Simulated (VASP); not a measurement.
# As (R-3m) in VASP: a series of runs, part 2 of 2

VASP 6.6.1. Earlier steps stand in the parts before.

**4. Single point, PBEsol, non-collinear spin, zero start, spin-orbit coupling**

This run uses another cell than the first one, of 21.53 Å³/atom.

The input, INCAR:

```
ALGO = Normal
EDIFF = 1E-6
ENCUT = 510
GGA = PS
GGA_COMPAT = False
ISIF = 2
ISMEAR = -1
LASPH = True
LCHARG = False
LORBIT = 11
LORBMOM = True
LREAL = False
LSORBIT = True
LWAVE = False
MAGMOM = 0 0 0 0 0 0
NBANDS = 42
NELM = 200
PREC = Accurate
SIGMA = 0.05
```

The input, KPOINTS:

```
k-points
0
Gamma
  9 9 9
```

The input, POSCAR:

```
As
1.0
    1.8807968987      1.0858785957      3.5140619945
   -1.8807968987      1.0858785957      3.5140619945
    0.0000000000     -2.1717571915      3.5140619945
As
2
Direct
    0.2260000000      0.2260000000      0.2260000000
    0.7740000000      0.7740000000      0.7740000000
```

Potentials or basis: VASP PAW PBE potentials, release 64 (As_d).

Command:

```
> cat potpaw_PBE.64/As_d/POTCAR > POTCAR
> mpirun -np 1 vasp_ncl > vasp.out
```

OUTCAR:

```text
EDIFF = 1E-6
   ENCUT = 510
   GGA = PS
   ISIF = 2
   ISMEAR = -1
   LASPH = True
   LORBIT = 11
   LREAL = False
   LSORBIT = True
   NELM = 200
   PREC = Accurate

 ion  position               nearest neighbor table
   1  0.226  0.226  0.226-   2 2.51   2 2.51   2 2.51
   2  0.774  0.774  0.774-   1 2.51   1 2.51   1 2.51

  LATTYP: Found a trigonal (rhomboedric) cell.
 ALAT       =     4.1310000000
 COS(alpha) =     0.5854247172

  Lattice vectors:

 A1 = (   1.8807968987,   1.0858785957,   3.5140619945)
 A2 = (  -1.8807968987,   1.0858785957,   3.5140619945)
 A3 = (   0.0000000000,  -2.1717571915,   3.5140619945)

Analysis of symmetry for initial positions (statically):
=====================================================================
 Subroutine PRICEL returns:
 Original cell was already a primitive cell.

 Routine SETGRP: Setting up the symmetry group for a
 trigonal (rhombohedral) supercell.

 Subroutine GETGRP returns: Found 12 space group operations
 (whereof 12 operations were pure point group operations)
 out of a pool of 12 trial point group operations.
[... 1344 lines left out ...]
     0.0000000     0.0000000     0.0000000     0.0000000     0.0000000     0.0000000     0.0000000
     0.0000000     0.0000000     0.0000000     0.0000000     0.0000000     0.0000000     0.0000000
     0.0000000     0.0000000     0.0000000     0.0000000     0.0000000     0.0000000     0.0000000
     0.0000000     0.0000000     0.0000000     0.0000000     0.0000000     0.0000000     0.0000000
     0.0000000     0.0000000     0.0000000     0.0000000     0.0000000     0.0000000     0.0000000
     0.0000000     0.0000000     0.0000000     0.0000000     0.0000000     0.0000000     0.0000000

 Ion:    2  E_soc:     -0.0300943
 l=   1
     0.0000000    -0.0041017    -0.0038807
    -0.0041017     0.0000000    -0.0041017
    -0.0038807    -0.0041017     0.0000000
 l=   2
     0.0000000    -0.0001967     0.0000000    -0.0001967    -0.0007930
    -0.0001967     0.0000000    -0.0005940    -0.0001954    -0.0001967
     0.0000000    -0.0005940     0.0000000    -0.0005940     0.0000000
    -0.0001967    -0.0001954    -0.0005940     0.0000000    -0.0001967
    -0.0007930    -0.0001967     0.0000000    -0.0001967     0.0000000
 l=   3
     0.0000000     0.0000000     0.0000000     0.0000000     0.0000000     0.0000000     0.0000000
     0.0000000     0.0000000     0.0000000     0.0000000     0.0000000     0.0000000     0.0000000
     0.0000000     0.0000000     0.0000000     0.0000000     0.0000000     0.0000000     0.0000000
     0.0000000     0.0000000     0.0000000     0.0000000     0.0000000     0.0000000     0.0000000
     0.0000000     0.0000000     0.0000000     0.0000000     0.0000000     0.0000000     0.0000000
     0.0000000     0.0000000     0.0000000     0.0000000     0.0000000     0.0000000     0.0000000
     0.0000000     0.0000000     0.0000000     0.0000000     0.0000000     0.0000000     0.0000000

 total charge

# of ion       s       p       d       tot
------------------------------------------
    1        1.535   1.855  10.079  13.470
    2        1.535   1.855  10.079  13.470
--------------------------------------------------
tot          3.071   3.711  20.158  26.939

 magnetization (x)

# of ion       s       p       d       tot
------------------------------------------
    1        0.000   0.000   0.000   0.000
    2        0.000   0.000   0.000   0.000
--------------------------------------------------
tot          0.000   0.000   0.000   0.000

 magnetization (y)

# of ion       s       p       d       tot
------------------------------------------
    1        0.000   0.000   0.000   0.000
    2        0.000   0.000   0.000   0.000
--------------------------------------------------
tot          0.000   0.000   0.000   0.000

 magnetization (z)

# of ion       s       p       d       tot
------------------------------------------
    1        0.000   0.000   0.000   0.000
    2        0.000   0.000   0.000   0.000
--------------------------------------------------
tot          0.000   0.000   0.000   0.000
```

OSZICAR:

```text
N       E                     dE             d eps       ncg     rms          rms(c)
DAV:   1     0.270289618409E+03    0.27029E+03   -0.11720E+04  9908   0.700E+03
DAV:   2     0.401716134317E+02   -0.23012E+03   -0.21759E+03  7140   0.111E+03
DAV:   3    -0.638105947048E+01   -0.46553E+02   -0.44761E+02  7552   0.202E+02
DAV:   4    -0.102071886251E+02   -0.38261E+01   -0.37625E+01  8388   0.676E+01
DAV:   5    -0.103151377087E+02   -0.10795E+00   -0.10779E+00  8006   0.139E+01    0.402E+00
DAV:   6    -0.102851494901E+02    0.29988E-01   -0.26658E-02  8414   0.197E+00    0.232E+00
DAV:   7    -0.102695830845E+02    0.15566E-01   -0.15484E-02  8936   0.128E+00    0.242E-01
DAV:   8    -0.102698182413E+02   -0.23516E-03   -0.21572E-03  7864   0.704E-01    0.738E-02
DAV:   9    -0.102698569529E+02   -0.38712E-04   -0.70887E-05  8918   0.113E-01    0.215E-02
DAV:  10    -0.102698656886E+02   -0.87357E-05   -0.15858E-05  7712   0.397E-02    0.471E-03
DAV:  11    -0.102698658141E+02   -0.12554E-06   -0.18482E-06  7042   0.191E-02
   1 F= -.10269866E+02 E0= -.10269098E+02  d E =-.153599E-02  mag=    -0.0000     0.0000     0.0000
```

Wall time 4.2 min (1 thread of Intel Xeon Platinum 8259CL at 2.50GHz (Skylake/Cascade Lake), shared host); peak memory 0.39 GiB.

What came out:

| Quantity | Value |
| --- | --- |
| Free energy | -10.2699 eV |
| Pressure | 0.5 GPa |
| Largest force | 0.379 eV/Å |
| Net moment | 0.00 μB per cell |
| Valence electrons inside the program's atomic spheres | As 13.47 |

Forces in eV/Å, atoms in the order of the input:
```
As   0.000  0.000  0.379
As   0.000  0.000 -0.379
```

Moments on the atoms (μB; x, y, z):
```
As  0.00 0.00 0.00
As  0.00 0.00 0.00
```

Caveat: the PAW data sets were made with another functional, which shifts forces and pressure a little.

**5. The runs side by side**

| level | potentials or basis | spin | cell | k mesh | cutoff (eV) | grid for exact exchange (PRECFOCK) | share of exact exchange | gap on the mesh (eV) | pressure (GPa) | largest force (eV/Å) |
| --- | --- | --- | --- | --- | --- | --- | --- | --- | --- | --- |
| PBE0 | VASP PAW PBE potentials, release 64 (As_d) | off | a = 4.103 Å, angles 54.2°, 2 atoms | 4 × 4 × 4 | 400 | Normal | 0.25 | 0.98 | 2.6 | 0.05 |
| PBE0 | VASP PAW PBE potentials, release 64 (As) | off | a = 4.131 Å, angles 54.2°, 2 atoms | 6 × 6 × 6 | 520 | Normal | 0.25 | none | 0.4 | 0.01 |
| PBEsol | VASP PAW PBE potentials, release 64 (As_d) | non-collinear, zero start, SOC | a = 4.131 Å, angles 54.2°, 2 atoms | 9 × 9 × 9 | 510 | - | - | - | 0.5 | 0.38 |

Alike in all rows: task single point; smearing fermi-dirac 0.05 eV.

Caveats: some runs use coarse meshes; the PAW data sets were made with another functional, which shifts forces and pressure a little.

Absolute energies hang on the potentials; compare differences alone.
